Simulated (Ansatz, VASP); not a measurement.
**One calculation of AlN, two programs**

```
Al N
1.0
     0.00000    2.03601    2.03601
     2.03601    0.00000    2.03601
     2.03601    2.03601    0.00000
Al N
1 1
Direct
  0.00000 0.00000 0.00000
  0.50000 0.50000 0.50000
```

Alike in both runs: task single point; functional PBEsol; k mesh 14 × 14 × 14; occupations gaussian, width 0.05 eV; no spin polarisation.

|  | VASP | Ansatz |
| --- | --- | --- |
| version | VASP 6.6.1 | Ansatz 0.2.0 |
| potentials or method | VASP PAW PBE potentials, release 64 (Al, N), cutoff 520 eV | scalar-relativistic, plane waves, PAW |
| valence electrons in the cell | 8 | 8 |

|  | VASP | Ansatz | Ansatz less VASP |
| --- | --- | --- | --- |
| gap on the k mesh at the Fermi level (eV) | 4.35 | 4.36 | +0.004 |
| least direct gap on the mesh (eV) | 5.37 | 5.35 | -0.019 |
| pressure (GPa) | -5.1 | -5.0 | +0.09 |

VASP's potentials were made for PBE, not for PBEsol.
